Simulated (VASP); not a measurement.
# LiNbO3 (R3c) in VASP: single point with LDA

Aim: the single point of LiNbO3 with LDA.

Everything below comes from runs of VASP 6.6.1. Logs are shortened: lines on timing, memory, paths and dates and some standing lists are left out, and cuts for length are marked.

### 1 The cell of the first run

The structure is trigonal, space group R3c (No. 161). The conventional cell has a = 5.124 Å, b = 5.124 Å, c = 13.555 Å, α = 90.00°, β = 90.00°, γ = 120.00°. Within 2.6 Å of Li (site symmetry 3) lie 3 O at 1.93 Å. Within 2.6 Å of Nb (site symmetry 3) lie 6 O at 1.94 to 1.99 Å. O (site symmetry 1) has 1 Li at 1.93 Å and 2 Nb at 1.94 to 1.99 Å within 2.6 Å.

### 2 Single point, LDA (mode 1 (-197.2 1/cm) frozen in, largest displacement +0.098 Å)

The input, INCAR:

```
SYSTEM = LiNbO3
ALGO = Normal
EDIFF = 1E-6
ENCUT = 520
GGA = CA
ISIF = 2
ISMEAR = 0
LASPH = .TRUE.
LCHARG = .FALSE.
LREAL = .FALSE.
LWAVE = .FALSE.
NBANDS = 45
NELM = 60
PREC = Accurate
SIGMA = 0.05
```

The input, KPOINTS:

```
k-points
0
G
  6 6 6
  0 0 0
```

The input, POSCAR:

```
LiNbO3
1.0
    2.5620337041      1.4791908488      4.5184286557
   -2.5620337041      1.4791908488      4.5184286557
    0.0000000000     -2.9583816974      4.5184286558
Li Nb O
2 2 6
Direct
    0.2571927660      0.2571927660      0.2571927660
    0.7571927660      0.7571927660      0.7571927660
    0.0008846987      0.0008846987      0.0008846987
    0.5008846987      0.5008846987      0.5008846987
    0.1234574837      0.3725891685      0.7456958352
    0.7456958352      0.1234574837      0.3725891685
    0.3725891685      0.7456958352      0.1234574837
    0.8725891685      0.6234574837      0.2456958352
    0.2456958352      0.8725891685      0.6234574837
    0.6234574837      0.2456958352      0.8725891685
```

Potentials or basis: VASP PAW LDA potentials, release 64 (Li_sv, Nb_sv, O).

The run is started by

```bash
$ cat potpaw_LDA.64/Li_sv/POTCAR potpaw_LDA.64/Nb_sv/POTCAR potpaw_LDA.64/O/POTCAR > POTCAR
$ mpirun -np 1 vasp_std > vasp.out
```

OUTCAR:

```text
SYSTEM = LiNbO3
   EDIFF = 1E-6
   ENCUT = 520
   GGA = CA
   ISIF = 2
   ISMEAR = 0
   LASPH = .TRUE.
   LREAL = .FALSE.
   NELM = 60
   PREC = Accurate

 ion  position               nearest neighbor table
   1  0.257  0.257  0.257-   9 1.93  10 1.93   8 1.93
   2  0.757  0.757  0.757-   7 1.93   6 1.93   5 1.93
   3  0.001  0.001  0.001-   5 1.94   7 1.94   6 1.94   8 1.99  10 1.99   9 1.99
   4  0.501  0.501  0.501-   8 1.94   9 1.94  10 1.94   5 1.99   6 1.99   7 1.99
   5  0.123  0.373  0.746-   2 1.93   3 1.94   4 1.99
   6  0.746  0.123  0.373-   2 1.93   3 1.94   4 1.99
   7  0.373  0.746  0.123-   2 1.93   3 1.94   4 1.99
   8  0.873  0.623  0.246-   1 1.93   4 1.94   3 1.99
   9  0.246  0.873  0.623-   1 1.93   4 1.94   3 1.99
  10  0.623  0.246  0.873-   1 1.93   4 1.94   3 1.99

  LATTYP: Found a trigonal (rhomboedric) cell.
 ALAT       =     5.4007610376
 COS(alpha) =     0.5499199643

  Lattice vectors:

 A1 = (   2.5620337041,   1.4791908488,   4.5184286557)
 A2 = (  -2.5620337041,   1.4791908488,   4.5184286557)
 A3 = (   0.0000000000,  -2.9583816974,   4.5184286558)

Analysis of symmetry for initial positions (statically):
=====================================================================
 Subroutine PRICEL returns:
 Original cell was already a primitive cell.

 Routine SETGRP: Setting up the symmetry group for a
 trigonal (rhombohedral) supercell.

 Subroutine GETGRP returns: Found  6 space group operations
 (whereof  3 operations were pure point group operations)
 out of a pool of 12 trial point group operations.

The static configuration has the point symmetry C_3 .
 The point group associated with its full space group is C_3v.

Analysis of symmetry for dynamics (positions and initial velocities):
=====================================================================
 Subroutine PRICEL returns:
 Original cell was already a primitive cell.

 Routine SETGRP: Setting up the symmetry group for a
 trigonal (rhombohedral) supercell.

 Subroutine GETGRP returns: Found  6 space group operations
 (whereof  3 operations were pure point group operations)
 out of a pool of 12 trial point group operations.

The dynamic configuration has the point symmetry C_3 .
 The point group associated with its full space group is C_3v.

 Subroutine INISYM returns: Found  6 space group operations
 (whereof  3 operations are pure point group operations),
 and found     1 'primitive' translations

----------------------------------------------------------------------------------------

                                     Primitive cell

  volume of cell :     102.7419

  direct lattice vectors                    reciprocal lattice vectors
     2.562033704  1.479190849  4.518428656     0.195157464  0.112674214  0.073771959
    -2.562033704  1.479190849  4.518428656    -0.195157464  0.112674214  0.073771959
     0.000000000 -2.958381697  4.518428656     0.000000000 -0.225348429  0.073771959

  length of vectors
     5.400761038  5.400761038  5.400761038     0.237116461  0.237116461  0.237116461

  position of ions in fractional coordinates (direct lattice)
     0.257192766  0.257192766  0.257192766
     0.757192766  0.757192766  0.757192766
     0.000884699  0.000884699  0.000884699
     0.500884699  0.500884699  0.500884699
     0.123457484  0.372589168  0.745695835
     0.745695835  0.123457484  0.372589168
     0.372589168  0.745695835  0.123457484
     0.872589168  0.623457484  0.245695835
     0.245695835  0.872589168  0.623457484
     0.623457484  0.245695835  0.872589168

  ion indices of the primitive-cell ions
   primitive index   ion index
                 1           1
                 2           2
                 3           3
                 4           4
                 5           5
                 6           6
                 7           7
                 8           8
                 9           9
                10          10

----------------------------------------------------------------------------------------

 KPOINTS: k-points

Automatic generation of k-mesh.
 Grid dimensions read from file:
 generate k-points for:    6    6    6

 Generating k-lattice:

  Cartesian coordinates                     Fractional coordinates (reciprocal lattice)
     0.032526244  0.018779036  0.012295326     0.166666667 -0.000000000  0.000000000
    -0.032526244  0.018779036  0.012295326    -0.000000000  0.166666667  0.000000000
     0.000000000 -0.037558071  0.012295326     0.000000000  0.000000000  0.166666667

  Length of vectors
     0.039519410  0.039519410  0.039519410

  Shift w.r.t. Gamma in fractional coordinates (k-lattice)
     0.000000000  0.000000000  0.000000000

 Subroutine IBZKPT returns following result:
 ===========================================

 Found     32 irreducible k-points:

 Following reciprocal coordinates:
            Coordinates               Weight
  0.000000  0.000000  0.000000      1.000000
  0.166667 -0.000000  0.000000      6.000000
  0.333333 -0.000000  0.000000      6.000000
  0.500000  0.000000  0.000000      3.000000
  0.166667  0.166667 -0.000000      6.000000
  0.333333  0.166667  0.000000     12.000000
[... 16 lines left out ...]
  0.500000  0.500000  0.166667      6.000000
 -0.333333  0.500000  0.166667     12.000000
 [... further k-points ...]
   k-points           NKPTS =     32   k-points in BZ     NKDIM =     32   number of bands    NBANDS=     45
   number of dos      NEDOS =    301   number of ions     NIONS =     10
   total plane-waves  NPLWV =  64000
   dimension x,y,z NGX =    40 NGY =   40 NGZ =   40
   dimension x,y,z NGXF=    80 NGYF=   80 NGZF=   80
   ions per type =               2   2   6
   NGX,Y,Z   is equivalent  to a cutoff of  12.31, 12.31, 12.31 a.u.
   NGXF,Y,Z  is equivalent  to a cutoff of  24.63, 24.63, 24.63 a.u.
 SYSTEM =  LiNbO3
   PREC   = accura    normal or accurate (medium, high low for compatibility)
   ISTART =      0    job   : 0-new  1-cont  2-samecut
   ICHARG =      2    charge: 1-file 2-atom 10-const
   ISPIN  =      1    spin polarized calculation?
   LNONCOLLINEAR =      F non collinear calculations
   LSORBIT =      F    spin-orbit coupling
   LASPH  =      T    aspherical Exc in radial PAW
   ENCUT  =  520.0 eV  38.22 Ry    6.18 a.u.  10.04 10.04 10.04*2*pi/ulx,y,z
   NELM   =     60;   NELMIN=  2; NELMDL= -5     # of ELM steps
   EDIFF  = 0.1E-05   stopping-criterion for ELM
   LREAL  =      F    real-space projection
   EDIFFG = 0.1E-04   stopping-criterion for IOM
   NSW    =      0    number of steps for IOM
   IBRION =     -1    ionic relax: 0-MD 1-quasi-New 2-CG
   NFREE  =      0    steps in history (QN), initial steepest desc. (CG)
   ISIF   =      2    stress and relaxation
   ISYM   =      2    0-nonsym 1-usesym 2-fastsym
   POTIM  = 0.5000    time-step for ionic-motion
   TEBEG  =    0.0;   TEEND  =   0.0 temperature during run
   PSTRESS=    0.0 pullay stress
   NELECT =      68.0000    total number of electrons
   NUPDOWN=      -1.0000    fix difference up-down
   EMIN   =  10.00;   EMAX   =-10.00  energy-range for DOS
   EFERMI =   0.00;   METHOD = LEGACY
   ISMEAR =     0;   SIGMA  =   0.05  broadening in eV -4-tet -1-fermi 0-gaus
   EFERMI_NEDOS =   21; number of points for ismear=-14 and -15
   IALGO  =     38    algorithm
   IMIX   =      4    mixing-type and parameters
     AMIX     =   0.40;   BMIX     =  1.00
     AMIX_MAG =   1.60;   BMIX_MAG =  1.00
  volume/ion in A,a.u.               =      10.27        69.33
  Fermi-wavevector in a.u.,A,eV,Ry     =   1.426687  2.696047 27.693767  2.035434
  Thomas-Fermi vector in A             =   2.546937
   LORBIT       =      0    0 simple, 1 ext, 2 COOP (PROOUT), +10 PAW based schemes
   GGA     = CA    functional components
   LHFCALC =     F    Hartree Fock is set to
   AEXX    =    0.0000 exact exchange contribution
   IVDW    =     0    specifies the selected vdW correction
   LEPSILON=     F    determine dielectric tensor
   LRPA    =     F    only Hartree local field effects (RPA)
 non-spin polarized calculation
 Gauss-broadening in eV      SIGMA  =   0.05
  energy-cutoff  :      520.00
  volume of cell :      102.74
 maximum number of plane-waves:      2804
   NGX = 21   NGY = 21   NGZ = 21

 number of electron      68.0000006 magnetization

 Free energy of the ion-electron system (eV)
  ---------------------------------------------------
  ext. energy  EPLUGINS =         0.00000000
  ---------------------------------------------------
  free energy    TOTEN  =       -87.37435395 eV

  energy without entropy =      -87.37435395  energy(sigma->0) =      -87.37435395

 E-fermi :   4.1611     XC(G=0): -11.5070

 val. band max:        3.7621108081   @ k =  -0.1667   0.1667   0.0000
 cond. band min:       6.4157944983   @ k =   0.5000   0.5000   0.0000
 fundamental gap:      2.6536836902
 Fermi energy:         4.1611322520

 k-point     1 :       0.0000    0.0000    0.0000
  band No.  band energies     occupation
      1     -50.1675      2.00000
      2     -50.1482      2.00000
      3     -37.7742      2.00000
      4     -37.7712      2.00000
      5     -26.6545      2.00000
      6     -26.6545      2.00000
[... 37 lines left out ...]
     44      14.7764      0.00000
     45      14.8321      0.00000

 k-point     2 :       0.1667   -0.0000    0.0000
  band No.  band energies     occupation
      1     -50.1662      2.00000
      2     -50.1495      2.00000
      3     -37.7740      2.00000
      4     -37.7714      2.00000
      5     -26.6429      2.00000
      6     -26.6420      2.00000
[... 37 lines left out ...]
     44      14.5896      0.00000
     45      14.6555      0.00000

 k-point     3 :       0.3333   -0.0000    0.0000
  band No.  band energies     occupation
      1     -50.1626      2.00000
      2     -50.1530      2.00000
      3     -37.7735      2.00000
      4     -37.7719      2.00000
      5     -26.6102      2.00000
      6     -26.6076      2.00000
[... 37 lines left out ...]
     44      13.9870      0.00000
     45      14.1712      0.00000

 k-point     4 :       0.5000    0.0000    0.0000
  band No.  band energies     occupation
      1     -50.1578      2.00000
      2     -50.1578      2.00000
      3     -37.7727      2.00000
      4     -37.7727      2.00000
      5     -26.5627      2.00000
      6     -26.5627      2.00000
[... 901 lines left out ...]
     44      13.6290      0.00000
     45      14.0766      0.00000

 k-point    23 :       0.5000    0.5000    0.1667
  band No.  band energies     occupation
      1     -50.1606      2.00000
      2     -50.1550      2.00000
      3     -37.7732      2.00000
      4     -37.7722      2.00000
      5     -26.6574      2.00000
      6     -26.6526      2.00000
[... 37 lines left out ...]
     44      13.7245      0.00000
     45      13.8055      0.00000

 k-point    24 :      -0.3333    0.5000    0.1667
  band No.  band energies     occupation
      1     -50.1594      2.00000
      2     -50.1562      2.00000
      3     -37.7730      2.00000
      4     -37.7724      2.00000
      5     -26.6705      2.00000
      6     -26.6649      2.00000
[... 37 lines left out ...]
     44      13.7041      0.00000
     45      14.0240      0.00000

 [... further k-points ...]
[... 5 lines left out ...]
  --------------------------------------------------------------------------------------
  -------------------------------------------------------------------------------------
  Total        0.0637828      0.0637828      0.1316617      0.0000000      0.0000000     -0.0000000
  in kB        0.9946416      0.9946416      2.0531580      0.0000000      0.0000000     -0.0000000
  external PRESSURE =       1.3474804 kB  Pullay stress =       0.0000000 kB

 VOLUME and BASIS-vectors are now :
 -----------------------------------------------------------------------------
  energy-cutoff  :      520.00
  volume of cell :      102.74
      direct lattice vectors                 reciprocal lattice vectors
     2.562033704  1.479190849  4.518428656     0.195157464  0.112674214  0.073771959
    -2.562033704  1.479190849  4.518428656    -0.195157464  0.112674214  0.073771959
     0.000000000 -2.958381697  4.518428656     0.000000000 -0.225348429  0.073771959

 POSITION                                       TOTAL-FORCE (eV/Angst)
 -----------------------------------------------------------------------------------
      0.00000      0.00000      3.48632        -0.000000      0.000000      0.093988
      0.00000      0.00000     10.26396        -0.000000      0.000000      0.093988
      0.00000      0.00000      0.01199        -0.000000      0.000000      0.135322
      0.00000      0.00000      6.78964        -0.000000      0.000000      0.135322
     -0.63828     -1.47231      5.61072        -0.012308      0.024280     -0.076437
      1.59420      0.18338      5.61072        -0.014873     -0.022800     -0.076437
     -0.95591      1.28892      5.61072         0.027182     -0.001481     -0.076437
      0.63828      1.48608      7.86994         0.012308      0.024280     -0.076437
     -1.60612     -0.19027      7.86994        -0.027182     -0.001481     -0.076437
      0.96784     -1.29581      7.86994         0.014873     -0.022800     -0.076437
 -----------------------------------------------------------------------------------
    total drift:                                0.000000     -0.000001     -0.000027

  FREE ENERGIE OF THE ION-ELECTRON SYSTEM (eV)
  ---------------------------------------------------
  free  energy   TOTEN  =       -87.3743539537 eV

  energy  without entropy=      -87.3743539537  energy(sigma->0) =      -87.37435395
```

Run time: 3 min. Hardware: 1 thread of Intel Xeon Platinum 8259CL at 2.50GHz (Skylake/Cascade Lake), shared host; peak memory 0.27 GiB.

Results:

* Free energy: -87.3744 eV
* Largest force: 0.135 eV/Å
* Band gap on the k mesh: 2.65 eV, indirect (least direct gap 2.75 eV)

Forces in eV/Å, atoms in the order of the input:
```
Li   0.000  0.000  0.094
Li   0.000  0.000  0.094
Nb   0.000  0.000  0.135
Nb   0.000  0.000  0.135
O   -0.012  0.024 -0.076
O   -0.015 -0.023 -0.076
O    0.027 -0.001 -0.076
O    0.012  0.024 -0.076
O   -0.027 -0.001 -0.076
O    0.015 -0.023 -0.076
```

Levels at points of the mesh, in eV from the valence-band top:
| k point | band 32 | band 33 | band 34 | band 35 | band 36 | band 37 |
| --- | --- | --- | --- | --- | --- | --- |
| (0.00, 0.00, 0.00) | -0.18 | -0.18 | -0.05 | 2.69 | 2.69 | 2.89 |
| (0.50, 0.00, 0.00) | -0.31 | -0.23 | -0.23 | 4.21 | 4.21 | 4.40 |
| (0.50, 0.50, 0.00) | -0.45 | -0.34 | -0.31 | 2.65 | 3.73 | 4.11 |
| (0.50, 0.50, 0.50) | -0.32 | -0.32 | -0.32 | 4.33 | 4.33 | 4.66 |

Caveat: the cell differs from its parent crystal (mode 1 (-197.2 1/cm) frozen in, largest displacement +0.098 Å); the cutoff is under 1.25 times the usual one of these potentials, so pressure, stress and relaxed cells hold a basis-set (Pulay) error. A k mesh can miss the band edges.
